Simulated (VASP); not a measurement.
Wanted: the native input for a VASP 6.6.1 run.

```
Task                   : relaxation of cell and atoms
Functional             : PBE
Potentials or basis    : VASP PAW PBE potentials, release 64 (Si, Hg, Rh_pv)
Cutoff                 : 600 eV
k mesh                 : 12 × 12 × 16
Occupations            : gaussian, width 0.1 eV
Spin                   : no spin polarisation
Dipole correction      : no
Further INCAR settings : ALGO = Fast; EDIFF = 1e-07; IBRION = 2; EDIFFG = -0.01; NSW = 100; ISIF = 3
```

The structure of SiHgRh lies in POSCAR:

```
SiHgRh
1.0
    4.4461385386      0.0000000000      0.0000000000
   -2.2230692693      3.8504689232      0.0000000000
    0.0000000000      0.0000000000      2.8903145004
Si Hg Rh
1 1 1
Direct
    0.3333333333      0.6666666667      0.5000000000
    0.0000000000      0.0000000000      0.5000000000
    0.6666666667      0.3333333333      0.0000000000
```

The cell was generated, and may not be a known phase.

These files were run (other wordings do the same):

INCAR

```
SYSTEM = SiHgRh
PREC = Accurate
ENCUT = 600
EDIFF = 1E-7
ISMEAR = 0
SIGMA = 0.1
LREAL = .FALSE.
LASPH = .TRUE.
NELM = 100
ALGO = Fast
ISIF = 3
LWAVE = .FALSE.
LCHARG = .FALSE.
GGA = PE
IBRION = 2
NSW = 100
EDIFFG = -0.01
```

KPOINTS

```
Automatic mesh
0
G
  12 12 16
  0 0 0
```

Potentials or basis: VASP PAW PBE potentials, release 64 (Si, Hg, Rh_pv).

Run with:

```sh
$ cat potpaw_PBE.64/Si/POTCAR potpaw_PBE.64/Hg/POTCAR potpaw_PBE.64/Rh_pv/POTCAR > POTCAR
$ mpirun -np 1 vasp_std > vasp.out
```

It gave:

* Relaxed volume: 16.58 Å³/atom
* Relaxed cell: a = 4.473 Å, b = 4.473 Å, c = 2.871 Å, α = 90.00°, β = 90.00°, γ = 120.00°
* Space group after relaxing (to 0.1 Å): P-6m2 (No. 187)
* Energy gained by relaxing: 1.0 meV/atom
* Ionic steps: 4
* Pressure after relaxing: 0.0 GPa
* Band gap on the k mesh: zero (an odd number of electrons rules out a gap without spin polarisation)

Caveat: spin-orbit coupling is left out, which moves the levels of the heavy elements.

It took 17 min on 1 thread of Intel Xeon 8259CL, on a shared host, peak memory 0.37 GiB.
